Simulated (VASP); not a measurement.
Here is a VASP 6.6.1 calculation.

The input INCAR:

```
PREC = Accurate
ENCUT = 500
EDIFF = 1E-6
ISMEAR = 0
SIGMA = 0.01
LREAL = False
LASPH = True
NELM = 120
ALGO = Normal
ISIF = 2
LWAVE = False
LCHARG = False
GGA = PE
IVDW = 12
NBANDS = 50
GGA_COMPAT = False
```

File KPOINTS:

```
regular mesh
0
Gamma
  4 10 8
```

Contents of POSCAR:

```
GeS
1.0
   10.6578194428      0.0000000000      0.0000000000
    0.0000000000      3.6807463160      0.0000000000
    0.0000000000      0.0000000000      4.3564229556
Ge S
4 4
Direct
    0.1244589646      0.2500000000      0.1351913474
    0.3755410354      0.7500000000      0.6351913474
    0.6244589646      0.2500000000      0.3648086526
    0.8755410354      0.7500000000      0.8648086526
    0.8493478643      0.2500000000      0.4948691589
    0.6506521357      0.7500000000     -0.0051308411
    0.3493478643      0.2500000000      1.0051308411
    0.1506521357      0.7500000000      0.5051308411
```

Potentials or basis: VASP PAW PBE potentials, release 64 (Ge_d, S).

Launch:

```sh
$ cat potpaw_PBE.64/Ge_d/POTCAR potpaw_PBE.64/S/POTCAR > POTCAR
$ mpirun -np 1 vasp_std > vasp.out
```

Q: What does it give for the largest force?

A: 0.006 eV/Å.

Q: Predict the dispersion energy per atom.

A: -0.327 eV.

Forces in eV/Å, atoms in the order of the input:
```
Ge   0.001  0.000 -0.006
Ge  -0.001  0.000 -0.006
Ge   0.001  0.000  0.006
Ge  -0.001  0.000  0.006
S    0.000  0.000 -0.004
S    0.000  0.000 -0.004
S    0.000  0.000  0.004
S    0.000  0.000  0.004
```
